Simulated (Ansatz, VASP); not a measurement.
One calculation of GaN, two programs

Contents of POSCAR:

```
GaN
1.0
    0.0000000000      2.2535006075      2.2535006075
    2.2535006075      0.0000000000      2.2535006075
    2.2535006075      2.2535006075      0.0000000000
Ga N
1 1
Direct
    0.0000000000      0.0000000000      0.0000000000
    0.2500000000      0.2500000000      0.2500000000
```

Contents of INCAR.step1:

```
SYSTEM = GaN
  PREC = Accurate
  ENCUT = 600
  ISMEAR = -1
  SIGMA = 0.05
  LREAL = .False.
  LASPH = .True.
  NELM = 100
  GGA = PE
  ALGO = Normal
  EDIFF = 1E-4
  LWAVE = .True.
  LCHARG = .False.
```

Contents of INCAR.step2:

```
SYSTEM = GaN
  PREC = Accurate
  ENCUT = 600
  EDIFF = 1E-6
  ISMEAR = -1
  SIGMA = 0.05
  LREAL = .False.
  LASPH = .True.
  NELM = 100
  ALGO = Normal
  ISIF = 3
  LWAVE = .False.
  LCHARG = .False.
  METAGGA = R2SCAN
  LMIXTAU = .True.
  IBRION = 2
  NSW = 100
  EDIFFG = -0.002
  ISTART = 1
```

The input KPOINTS:

```
regular mesh
0
Gamma
  16 16 16
  0 0 0
```

Input for Ansatz:

```yaml
crystal:
  lattice:
    - [0.0, 2.2535006075, 2.2535006075]
    - [2.2535006075, 0.0, 2.2535006075]
    - [2.2535006075, 2.2535006075, 0.0]
  atoms:
    - { symbol: Ga, position: [0.0, 0.0, 0.0] }
    - { symbol: "N", position: [0.25, 0.25, 0.25] }
kpoints:
  mp_grid: { grid: [16, 16, 16] }
scf:
  occupations: { method: fermi_dirac, width: 0.05 }
hamiltonian:
  xc: r2scan
  pseudopotentials: { kind: paw }
relax:
  f_tol: 0.002
  max_steps: 80
  cell: {}
output:
  forces: true
  stress: true
  write_density: true
  write_potential: true
  elf: true
  volumetric_format: npy
```

Alike in both runs: task relaxation of cell and atoms; functional r2SCAN; k mesh 16 × 16 × 16; occupations fermi-dirac, width 0.05 eV; no spin polarisation.

|  | VASP | Ansatz |
| --- | --- | --- |
| version | VASP 6.6.1 | Ansatz 0.2.0 |
| potentials or method | VASP PAW PBE potentials, release 64 (Ga_d, N) | PAW with Ansatz's default frozen-core files, scalar-relativistic |
| plane-wave cutoff (eV) | 600 | 500 |
| valence electrons in the cell | 18 | 18 |

```csv
,VASP,Ansatz,Ansatz less VASP
"gap on the k mesh at the Fermi level, each at its own relaxed structure (eV)",2.12,2.17,+0.049
relaxed volume (Å³/atom),11.44,11.37,-0.069
relaxed cell length with the largest relative difference (Å),3.187,3.180,-0.0064
```

VASP's potentials were made for PBE, not for r2SCAN.

Noted on VASP's run: the relaxation stopped at its first step, so nothing moved.
